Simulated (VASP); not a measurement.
# CuO in VASP: single point with PBE

Aim: the single point of CuO with PBE.

All numbers are computed with VASP 6.6.1; they aren't measurements. Logs are shortened: lines on timing, memory, paths and dates and some standing lists are left out, and cuts for length are marked.

## (1) The cell of the first run

The typed cell holds 4 atoms: a = 2.949 Å, b = 2.949 Å, c = 5.151 Å, α = 90.00°, β = 90.00°, γ = 89.75°.

## (2) Single point, PBE

Input file INCAR:

```
SYSTEM = CuO
PREC = Accurate
ENCUT = 520
EDIFF = 1E-7
ISMEAR = 0
SIGMA = 0.1
LREAL = .FALSE.
LASPH = .TRUE.
NELM = 60
ALGO = Normal
ISIF = 2
LWAVE = .FALSE.
LCHARG = .TRUE.
GGA = PE
LELF = .TRUE.
LVHAR = .TRUE.
NBANDS = 25
```

Input file KPOINTS:

```
regular mesh
0
G
  14 14 8
  0 0 0
```

Input file POSCAR:

```
CuO
1.0
    2.0829974055     -2.0804492500      0.1663275037
    2.0829974055      2.0804492500      0.1663275037
   -0.4102283010      0.0000000000      5.1349717226
Cu O
2 2
Direct
   -0.0057500000      0.4942500000      0.0018500000
    0.4942500000     -0.0057500000      0.5018500000
    0.4942615501      0.4942384499      0.2518500000
    0.4942384499      0.4942615501      0.7518500000
```

Potentials or basis: VASP PAW PBE potentials, release 64 (Cu, O).

The run is started by

```
$ cat potpaw_PBE.64/Cu/POTCAR potpaw_PBE.64/O/POTCAR > POTCAR
$ mpirun -np 1 vasp_std > vasp.out
```

OUTCAR:

```text
SYSTEM = CuO
   PREC = Accurate
   ENCUT = 520
   EDIFF = 1E-7
   ISMEAR = 0
   LREAL = .FALSE.
   LASPH = .TRUE.
   NELM = 60
   ISIF = 2
   GGA = PE

 ion  position               nearest neighbor table
   1  0.994  0.494  0.002-   3 1.96   4 1.96   4 1.96   3 1.96
   2  0.494  0.994  0.502-   4 1.96   3 1.96   4 1.96   3 1.96
   3  0.494  0.494  0.252-   2 1.96   1 1.96   2 1.96   1 1.96
   4  0.494  0.494  0.752-   1 1.96   2 1.96   2 1.96   1 1.96

  LATTYP: Found a base centered monoclinic cell.
 ALAT       =     4.1792549718
 B/A-ratio  =     0.9956077167
 C/A-ratio  =     1.2325957811
 COS(beta)  =    -0.0000387815

  Lattice vectors:

 A1 = (   2.0829974055,  -2.0804492500,   0.1663275037)
 A2 = (   2.0829974055,   2.0804492500,   0.1663275037)
 A3 = (  -0.4102283010,   0.0000000000,   5.1349717226)

Analysis of symmetry for initial positions (statically):
=====================================================================
 Subroutine PRICEL returns:
 Original cell was already a primitive cell.

 Routine SETGRP: Setting up the symmetry group for a
 base centered monoclinic supercell.

 Subroutine GETGRP returns: Found  4 space group operations
 (whereof  1 operations were pure point group operations)
 out of a pool of  4 trial point group operations.

The static configuration has the point symmetry C_1 .
 The point group associated with its full space group is C_2h.

Analysis of symmetry for dynamics (positions and initial velocities):
=====================================================================
 Subroutine PRICEL returns:
 Original cell was already a primitive cell.

 Routine SETGRP: Setting up the symmetry group for a
 base centered monoclinic supercell.

 Subroutine GETGRP returns: Found  4 space group operations
 (whereof  1 operations were pure point group operations)
 out of a pool of  4 trial point group operations.

The dynamic configuration has the point symmetry C_1 .
 The point group associated with its full space group is C_2h.

 Subroutine INISYM returns: Found  4 space group operations
 (whereof  1 operations are pure point group operations),
 and found     1 'primitive' translations

----------------------------------------------------------------------------------------

                                     Primitive cell

  volume of cell :      44.7894

  direct lattice vectors                    reciprocal lattice vectors
     2.082997406 -2.080449250  0.166327504     0.238517168 -0.240332707  0.019054923
     2.082997406  2.080449250  0.166327504     0.238517168  0.240332707  0.019054923
    -0.410228301  0.000000000  5.134971723    -0.015451678  0.000000000  0.193508619

  length of vectors
     2.948696680  2.948696680  5.151332046     0.339136167  0.339136167  0.194124547

  position of ions in fractional coordinates (direct lattice)
     0.994250000  0.494250000  0.001850000
     0.494250000  0.994250000  0.501850000
     0.494261550  0.494238450  0.251850000
     0.494238450  0.494261550  0.751850000

  ion indices of the primitive-cell ions
   primitive index   ion index
                 1           1
                 2           2
                 3           3
                 4           4

----------------------------------------------------------------------------------------

 KPOINTS: regular mesh

Automatic generation of k-mesh.
 Grid dimensions read from file:
 generate k-points for:   14   14    8

 Generating k-lattice:

  Cartesian coordinates                     Fractional coordinates (reciprocal lattice)
     0.017036941 -0.017166622  0.001361066     0.071428571  0.000000000 -0.000000000
     0.017036941  0.017166622  0.001361066     0.000000000  0.071428571 -0.000000000
    -0.001931460  0.000000000  0.024188577    -0.000000000 -0.000000000  0.125000000

  Length of vectors
     0.024224012  0.024224012  0.024265568

  Shift w.r.t. Gamma in fractional coordinates (k-lattice)
     0.000000000  0.000000000  0.000000000

 Subroutine IBZKPT returns following result:
 ===========================================

 Found    429 irreducible k-points:

 Following reciprocal coordinates:
            Coordinates               Weight
  0.000000  0.000000  0.000000      1.000000
  0.071429 -0.000000  0.000000      4.000000
  0.142857  0.000000  0.000000      4.000000
  0.214286 -0.000000  0.000000      4.000000
  0.285714  0.000000  0.000000      4.000000
  0.357143 -0.000000  0.000000      4.000000
[... 16 lines left out ...]
  0.214286  0.142857  0.000000      4.000000
  0.285714  0.142857  0.000000      4.000000
 [... further k-points ...]
   k-points           NKPTS =    429   k-points in BZ     NKDIM =    429   number of bands    NBANDS=     25
   number of dos      NEDOS =    301   number of ions     NIONS =      4
   total plane-waves  NPLWV =  23040
   dimension x,y,z NGX =    24 NGY =   24 NGZ =   40
   dimension x,y,z NGXF=    48 NGYF=   48 NGZF=   80
   ions per type =               2   2
   NGX,Y,Z   is equivalent  to a cutoff of  13.53, 13.53, 12.91 a.u.
   NGXF,Y,Z  is equivalent  to a cutoff of  27.06, 27.06, 25.82 a.u.
 SYSTEM =  CuO
   PREC   = accura    normal or accurate (medium, high low for compatibility)
   ISTART =      0    job   : 0-new  1-cont  2-samecut
   ICHARG =      2    charge: 1-file 2-atom 10-const
   ISPIN  =      1    spin polarized calculation?
   LNONCOLLINEAR =      F non collinear calculations
   LSORBIT =      F    spin-orbit coupling
   LASPH  =      T    aspherical Exc in radial PAW
   ENCUT  =  520.0 eV  38.22 Ry    6.18 a.u.   5.48  5.48  9.58*2*pi/ulx,y,z
   NELM   =     60;   NELMIN=  2; NELMDL= -5     # of ELM steps
   EDIFF  = 0.1E-06   stopping-criterion for ELM
   LREAL  =      F    real-space projection
   EDIFFG = 0.1E-05   stopping-criterion for IOM
   NSW    =      0    number of steps for IOM
   IBRION =     -1    ionic relax: 0-MD 1-quasi-New 2-CG
   NFREE  =      0    steps in history (QN), initial steepest desc. (CG)
   ISIF   =      2    stress and relaxation
   ISYM   =      2    0-nonsym 1-usesym 2-fastsym
   POTIM  = 0.5000    time-step for ionic-motion
   TEBEG  =    0.0;   TEEND  =   0.0 temperature during run
   PSTRESS=    0.0 pullay stress
   NELECT =      34.0000    total number of electrons
   NUPDOWN=      -1.0000    fix difference up-down
   EMIN   =  10.00;   EMAX   =-10.00  energy-range for DOS
   EFERMI =   0.00;   METHOD = LEGACY
   ISMEAR =     0;   SIGMA  =   0.10  broadening in eV -4-tet -1-fermi 0-gaus
   EFERMI_NEDOS =   21; number of points for ismear=-14 and -15
   IALGO  =     38    algorithm
   IMIX   =      4    mixing-type and parameters
     AMIX     =   0.40;   BMIX     =  1.00
     AMIX_MAG =   1.60;   BMIX_MAG =  1.00
  volume/ion in A,a.u.               =      11.20        75.56
  Fermi-wavevector in a.u.,A,eV,Ry     =   1.493399  2.822116 30.344279  2.230242
  Thomas-Fermi vector in A             =   2.605805
   LORBIT       =      0    0 simple, 1 ext, 2 COOP (PROOUT), +10 PAW based schemes
   GGA     = PE    functional components
   LHFCALC =     F    Hartree Fock is set to
   AEXX    =    0.0000 exact exchange contribution
   IVDW    =     0    specifies the selected vdW correction
   LEPSILON=     F    determine dielectric tensor
   LRPA    =     F    only Hartree local field effects (RPA)
 non-spin polarized calculation
 Gauss-broadening in eV      SIGMA  =   0.10
  energy-cutoff  :      520.00
  volume of cell :       44.79
 maximum number of plane-waves:      1236
 NGX is ok and might be reduce to    24
   NGX = 11   NGY = 11   NGZ = 19

 number of electron      33.9999993 magnetization

 Free energy of the ion-electron system (eV)
  ---------------------------------------------------
  ext. energy  EPLUGINS =         0.00000000
  ---------------------------------------------------
  free energy    TOTEN  =       -19.73579478 eV

  energy without entropy =      -19.72290093  energy(sigma->0) =      -19.72934786

 E-fermi :   4.7755     XC(G=0): -11.2571

 val. band max:        4.7748720124   @ k =  -0.4286   0.4286   0.3750
 cond. band min:       4.7766770537   @ k =   0.3571  -0.0000   0.1250
 fundamental gap:      0.0018050414
 Fermi energy:         4.7754687792

 k-point     1 :       0.0000    0.0000    0.0000
  band No.  band energies     occupation
      1     -14.9482      2.00000
      2     -13.6549      2.00000
      3      -3.2352      2.00000
      4      -0.6029      2.00000
      5      -0.5939      2.00000
      6       1.0880      2.00000
[... 17 lines left out ...]
     24      19.1816      0.00000
     25      19.4829      0.00000

 k-point     2 :       0.0714   -0.0000    0.0000
  band No.  band energies     occupation
      1     -14.9223      2.00000
      2     -13.6470      2.00000
      3      -3.1888      2.00000
      4      -0.6229      2.00000
      5      -0.5845      2.00000
      6       0.7696      2.00000
[... 17 lines left out ...]
     24      19.2626      0.00000
     25      19.5147      0.00000

 k-point     3 :       0.1429    0.0000    0.0000
  band No.  band energies     occupation
      1     -14.8480      2.00000
      2     -13.6248      2.00000
      3      -3.0558      2.00000
      4      -0.6810      2.00000
      5      -0.5472      2.00000
      6       0.1366      2.00000
[... 17 lines left out ...]
     24      19.4722      0.00000
     25      19.5493      0.00000

 k-point     4 :       0.2143   -0.0000    0.0000
  band No.  band energies     occupation
      1     -14.7374      2.00000
      2     -13.5926      2.00000
      3      -2.8556      2.00000
      4      -0.7426      2.00000
      5      -0.5653      2.00000
      6      -0.4915      2.00000
[... 17 lines left out ...]
     24      19.4281      0.00000
     25      19.6397      0.00000
[... 477 lines left out ...]
 k-point    22 :       0.1429    0.1429    0.0000
  band No.  band energies     occupation
      1     -14.7495      2.00000
      2     -13.5966      2.00000
      3      -2.8758      2.00000
      4      -0.6591      2.00000
      5      -0.5879      2.00000
      6       0.0225      2.00000
[... 17 lines left out ...]
     24      17.6039      0.00000
     25      19.7789      0.00000

 k-point    23 :       0.2143    0.1429    0.0000
  band No.  band energies     occupation
      1     -14.6410      2.00000
      2     -13.5660      2.00000
      3      -2.6740      2.00000
      4      -0.6970      2.00000
      5      -0.5419      2.00000
      6      -0.5381      2.00000
[... 17 lines left out ...]
     24      17.3269      0.00000
     25      19.7993      0.00000

 k-point    24 :       0.2857    0.1429    0.0000
  band No.  band energies     occupation
      1     -14.5159      2.00000
      2     -13.5319      2.00000
      3      -2.4367      2.00000
      4      -1.1604      2.00000
      5      -0.7150      2.00000
      6      -0.4787      2.00000
[... 17 lines left out ...]
     24      17.6014      0.00000
     25      19.4750      0.00000

 [... further k-points ...]

------------------------ aborting loop because EDIFF is reached ----------------------------------------

  FORCE on cell =-STRESS in cart. coord.  units (eV):
  Direction    XX          YY          ZZ          XY          YZ          ZX
  --------------------------------------------------------------------------------------
  -------------------------------------------------------------------------------------
  Total        0.1390334      0.1552527      0.2569237      0.0000000      0.0000000     -0.0096436
  in kB        4.9734105      5.5535952      9.1905021      0.0000000      0.0000000     -0.3449659
  external PRESSURE =       6.5725026 kB  Pullay stress =       0.0000000 kB

 VOLUME and BASIS-vectors are now :
 -----------------------------------------------------------------------------
  energy-cutoff  :      520.00
  volume of cell :       44.79
      direct lattice vectors                 reciprocal lattice vectors
     2.082997406 -2.080449250  0.166327504     0.238517168 -0.240332707  0.019054923
     2.082997406  2.080449250  0.166327504     0.238517168  0.240332707  0.019054923
    -0.410228301  0.000000000  5.134971723    -0.015451678  0.000000000  0.193508619

 POSITION                                       TOTAL-FORCE (eV/Angst)
 -----------------------------------------------------------------------------------
      3.09978     -1.04022      0.25708        -0.000000      0.000000      0.000000
      2.89467      1.04022      2.82456         0.000000      0.000000     -0.000000
      1.95573     -0.00005      1.45766         0.000000      0.000031      0.000000
      1.75061      0.00005      4.02514         0.000000     -0.000031      0.000000
 -----------------------------------------------------------------------------------
    total drift:                                0.000325      0.000000     -0.000338

  FREE ENERGIE OF THE ION-ELECTRON SYSTEM (eV)
  ---------------------------------------------------
  free  energy   TOTEN  =       -19.7357947849 eV

  energy  without entropy=      -19.7229009255  energy(sigma->0) =      -19.72934786
```

Run time: 15 min. Hardware: 1 thread of Intel Xeon 8259CL, shared host; peak memory 0.45 GiB.

Results:

| Property | Result |
| --- | --- |
| Free energy | -19.7358 eV |
| Pressure | 0.7 GPa |
| Band gap on the k mesh | zero (bands 17 and 18 overlap by 1.18 eV) |

Stress tensor (GPa, compression positive):
```
 0.50  0.00 -0.03
 0.00  0.56  0.00
-0.03  0.00  0.92
```

Levels at points of the mesh, in eV from the Fermi level:
| k point | band 14 | band 15 | band 16 | band 17 | band 18 | band 19 | band 20 | band 21 |
| --- | --- | --- | --- | --- | --- | --- | --- | --- |
| (0.00, 0.00, 0.00) | -2.37 | -2.28 | -1.90 | 0.65 | 0.66 | 1.38 | 6.08 | 7.25 |
| (0.50, 0.00, 0.00) | -1.88 | -1.58 | -1.50 | 0.20 | 0.45 | 3.74 | 5.81 | 6.41 |
| (0.50, 0.50, 0.00) | -2.35 | -1.62 | -1.21 | -1.21 | 1.10 | 2.16 | 7.20 | 9.73 |
| (0.00, 0.00, 0.50) | -2.26 | -1.55 | -1.55 | 0.10 | 0.10 | 3.44 | 3.44 | 11.60 |
| (0.50, 0.00, 0.50) | -2.34 | -2.02 | -1.83 | -0.19 | 0.66 | 4.33 | 5.83 | 8.24 |
| (0.50, 0.50, 0.50) | -1.90 | -1.43 | -1.43 | -0.53 | -0.53 | 4.01 | 4.01 | 10.36 |

Caveat: semilocal functionals often make such compounds metallic where correlation or magnetic order opens a gap, which also shifts bond lengths. With open d or f shells a metallic result of PBE can be an artefact of self-interaction; +U or a hybrid may open a gap.
